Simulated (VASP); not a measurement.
# Cd (P6_3/mmc) in VASP: single point with PBE

Aim: the single point of Cd with PBE.

Everything below comes from runs of VASP 6.6.1. Logs are shortened: lines on timing, memory, paths and dates and some standing lists are left out, and cuts for length are marked.

### 1 The cell of the first run

It takes space group P6_3/mmc (No. 194, hexagonal). Conventional cell: a = 3.049 Å, b = 3.049 Å, c = 5.646 Å, α = 90.00°, β = 90.00°, γ = 120.00°. Within 4.0 Å of Cd (site symmetry -6m2) lie 12 Cd at 3.05 to 3.33 Å.

### 2 Single point, PBE

Input file INCAR:

```
  PREC = Accurate
  ENCUT = 520
  EDIFF = 1E-6
  ISMEAR = -1
  SIGMA = 0.1
  LREAL = False
  LASPH = True
  NELM = 80
  ALGO = Normal
  ISIF = 2
  LWAVE = False
  LCHARG = False
  GGA = PE
  NBANDS = 19
```

Input file KPOINTS:

```
Automatic mesh
0
Gamma
  14 14 7
```

Input file POSCAR:

```
Cd
1.0
    1.5246886547     -2.6408382156      0.0000000000
    1.5246886547      2.6408382156      0.0000000000
    0.0000000000      0.0000000000      5.6462306204
Cd
2
Direct
    0.6666666670      0.3333333330      0.2500000000
    0.3333333330      0.6666666670      0.7500000000
```

Potentials or basis: VASP PAW PBE potentials, release 64 (Cd).

Run with:

```console
$ cat potpaw_PBE.64/Cd/POTCAR > POTCAR
$ mpirun -np 1 vasp_std > vasp.out
```

OUTCAR:

```text
PREC = Accurate
   ENCUT = 520
   EDIFF = 1E-6
   ISMEAR = -1
   LREAL = False
   LASPH = True
   NELM = 80
   ISIF = 2
   GGA = PE

 ion  position               nearest neighbor table
   1  0.667  0.333  0.250-   2 3.33   2 3.33   2 3.33   2 3.33   2 3.33   2 3.33
   2  0.333  0.667  0.750-   1 3.33   1 3.33   1 3.33   1 3.33   1 3.33   1 3.33

  LATTYP: Found a hexagonal cell.
 ALAT       =     3.0493773093
 C/A-ratio  =     1.8516011787

  Lattice vectors:

 A1 = (   1.5246886547,  -2.6408382156,   0.0000000000)
 A2 = (   1.5246886547,   2.6408382156,   0.0000000000)
 A3 = (   0.0000000000,   0.0000000000,   5.6462306204)

Analysis of symmetry for initial positions (statically):
=====================================================================
 Subroutine PRICEL returns:
 Original cell was already a primitive cell.

 Routine SETGRP: Setting up the symmetry group for a
 hexagonal supercell.

 Subroutine GETGRP returns: Found 24 space group operations
 (whereof 12 operations were pure point group operations)
 out of a pool of 24 trial point group operations.

The static configuration has the point symmetry D_3d.
 The point group associated with its full space group is D_6h.

Analysis of symmetry for dynamics (positions and initial velocities):
=====================================================================
 Subroutine PRICEL returns:
 Original cell was already a primitive cell.

 Routine SETGRP: Setting up the symmetry group for a
 hexagonal supercell.

 Subroutine GETGRP returns: Found 24 space group operations
 (whereof 12 operations were pure point group operations)
 out of a pool of 24 trial point group operations.

The dynamic configuration has the point symmetry D_3d.
 The point group associated with its full space group is D_6h.

 Subroutine INISYM returns: Found 24 space group operations
 (whereof 12 operations are pure point group operations),
 and found     1 'primitive' translations

----------------------------------------------------------------------------------------

                                     Primitive cell

  volume of cell :      45.4686

  direct lattice vectors                    reciprocal lattice vectors
     1.524688655 -2.640838216  0.000000000     0.327935804 -0.189333825  0.000000000
     1.524688655  2.640838216  0.000000000     0.327935804  0.189333825  0.000000000
     0.000000000  0.000000000  5.646230620     0.000000000  0.000000000  0.177109308

  length of vectors
     3.049377309  3.049377309  5.646230620     0.378667650  0.378667650  0.177109308

[... 79 lines left out ...]
   NELM   =     80;   NELMIN=  2; NELMDL= -5     # of ELM steps
   EDIFF  = 0.1E-05   stopping-criterion for ELM
   LREAL  =      F    real-space projection
   EDIFFG = 0.1E-04   stopping-criterion for IOM
   NSW    =      0    number of steps for IOM
   IBRION =     -1    ionic relax: 0-MD 1-quasi-New 2-CG
   NFREE  =      0    steps in history (QN), initial steepest desc. (CG)
   ISIF   =      2    stress and relaxation
   ISYM   =      2    0-nonsym 1-usesym 2-fastsym
   POTIM  = 0.5000    time-step for ionic-motion
   TEBEG  =    0.0;   TEEND  =   0.0 temperature during run
   PSTRESS=    0.0 pullay stress
   NELECT =      24.0000    total number of electrons
   NUPDOWN=      -1.0000    fix difference up-down
   EMIN   =  10.00;   EMAX   =-10.00  energy-range for DOS
   EFERMI =   0.00;   METHOD = LEGACY
   ISMEAR =    -1;   SIGMA  =   0.10  broadening in eV -4-tet -1-fermi 0-gaus
   EFERMI_NEDOS =   21; number of points for ismear=-14 and -15
   IALGO  =     38    algorithm
   IMIX   =      4    mixing-type and parameters
     AMIX     =   0.40;   BMIX     =  1.00
     AMIX_MAG =   1.60;   BMIX_MAG =  1.00
  volume/ion in A,a.u.               =      22.73       153.42
  Fermi-wavevector in a.u.,A,eV,Ry     =   1.323045  2.500193 23.816303  1.750449
  Thomas-Fermi vector in A             =   2.452682
   LORBIT       =      0    0 simple, 1 ext, 2 COOP (PROOUT), +10 PAW based schemes
   GGA     = PE    functional components
   LHFCALC =     F    Hartree Fock is set to
   AEXX    =    0.0000 exact exchange contribution
   IVDW    =     0    specifies the selected vdW correction
   LEPSILON=     F    determine dielectric tensor
   LRPA    =     F    only Hartree local field effects (RPA)
 non-spin polarized calculation
  energy-cutoff  :      520.00
  volume of cell :       45.47
 maximum number of plane-waves:      1239
 NGX is ok and might be reduce to    24
   NGX = 11   NGY = 11   NGZ = 21

 number of electron      24.0000004 magnetization

 Free energy of the ion-electron system (eV)
  ---------------------------------------------------
  ext. energy  EPLUGINS =         0.00000000
  ---------------------------------------------------
  free energy    TOTEN  =        -1.49662459 eV

  energy without entropy =       -1.47313689  energy(sigma->0) =       -1.48488074

 E-fermi :   2.6298     XC(G=0): -10.7643

 val. band max:        2.6215842095   @ k =   0.3571   0.2143   0.2857
 cond. band min:       2.6426527346   @ k =   0.2143   0.0000   0.1429
 fundamental gap:      0.0210685251
 Fermi energy:         2.6297814752

 k-point     1 :       0.0000    0.0000    0.0000
  band No.  band energies     occupation
      1      -7.0370      2.00000
      2      -6.7816      2.00000
      3      -6.5036      2.00000
      4      -6.5036      2.00000
      5      -6.4543      2.00000
      6      -6.4543      2.00000
[... 505 lines left out ...]
      6      -6.2997      2.00000
[... 11 lines left out ...]
     18       8.3426      0.00000
     19      10.4452      0.00000

 [... further k-points ...]

------------------------ aborting loop because EDIFF is reached ----------------------------------------

  FORCE on cell =-STRESS in cart. coord.  units (eV):
  Direction    XX          YY          ZZ          XY          YZ          ZX
  --------------------------------------------------------------------------------------
  -------------------------------------------------------------------------------------
  Total        0.1057983      0.1057983      0.1096406      0.0000000      0.0000000      0.0000000
  in kB        3.7280161      3.7280161      3.8634071      0.0000000      0.0000000      0.0000000
  external PRESSURE =       3.7731464 kB  Pullay stress =       0.0000000 kB

 VOLUME and BASIS-vectors are now :
 -----------------------------------------------------------------------------
  energy-cutoff  :      520.00
  volume of cell :       45.47
      direct lattice vectors                 reciprocal lattice vectors
     1.524688655 -2.640838216  0.000000000     0.327935804 -0.189333825  0.000000000
     1.524688655  2.640838216  0.000000000     0.327935804  0.189333825  0.000000000
     0.000000000  0.000000000  5.646230620     0.000000000  0.000000000  0.177109308

 POSITION                                       TOTAL-FORCE (eV/Angst)
 -----------------------------------------------------------------------------------
      1.52469     -0.88028      1.41156        -0.000000      0.000000      0.000000
      1.52469      0.88028      4.23467         0.000000     -0.000000      0.000000
 -----------------------------------------------------------------------------------
    total drift:                                0.000000      0.000000      0.000000

  FREE ENERGIE OF THE ION-ELECTRON SYSTEM (eV)
  ---------------------------------------------------
  free  energy   TOTEN  =        -1.4966245897 eV

  energy  without entropy=       -1.4731368872  energy(sigma->0) =       -1.48488074
```

OSZICAR:

```text
N       E                     dE             d eps       ncg     rms          rms(c)
DAV:   1     0.173729868501E+03    0.17373E+03   -0.13068E+04  3648   0.126E+03
DAV:   2     0.249122216793E+01   -0.17124E+03   -0.16468E+03  3765   0.330E+02
DAV:   3    -0.157675567184E+01   -0.40680E+01   -0.40600E+01  4179   0.580E+01
DAV:   4    -0.158383649317E+01   -0.70808E-02   -0.70801E-02  3990   0.229E+00
DAV:   5    -0.158385898069E+01   -0.22488E-04   -0.22487E-04  4054   0.125E-01    0.394E+00
DAV:   6    -0.149890508635E+01    0.84954E-01   -0.21973E-01  4020   0.546E+00    0.324E+00
DAV:   7    -0.149589306616E+01    0.30120E-02   -0.23285E-02  4038   0.139E+00    0.160E+00
DAV:   8    -0.149653513234E+01   -0.64207E-03   -0.31716E-03  3916   0.674E-01    0.852E-02
DAV:   9    -0.149658713781E+01   -0.52005E-04   -0.23255E-05  4235   0.476E-02    0.318E-02
DAV:  10    -0.149662468311E+01   -0.37545E-04   -0.33239E-05  3927   0.562E-02    0.278E-03
DAV:  11    -0.149662458974E+01    0.93375E-07   -0.28222E-08  2333   0.157E-03
   1 F= -.14966246E+01 E0= -.14848807E+01  d E =-.234877E-01
```

Wall time 23 s (1 thread of AMD EPYC 9R45 (Zen 5), shared host); peak memory 0.17 GiB.

Results:

| Quantity | Value |
| --- | --- |
| Free energy | -1.4966 eV |
| Pressure | 0.4 GPa |
| Band gap on the k mesh | zero (bands 12 and 13 overlap by 3.91 eV) |

The gap in the log of VASP goes by the Fermi energy; the results here count the filled bands.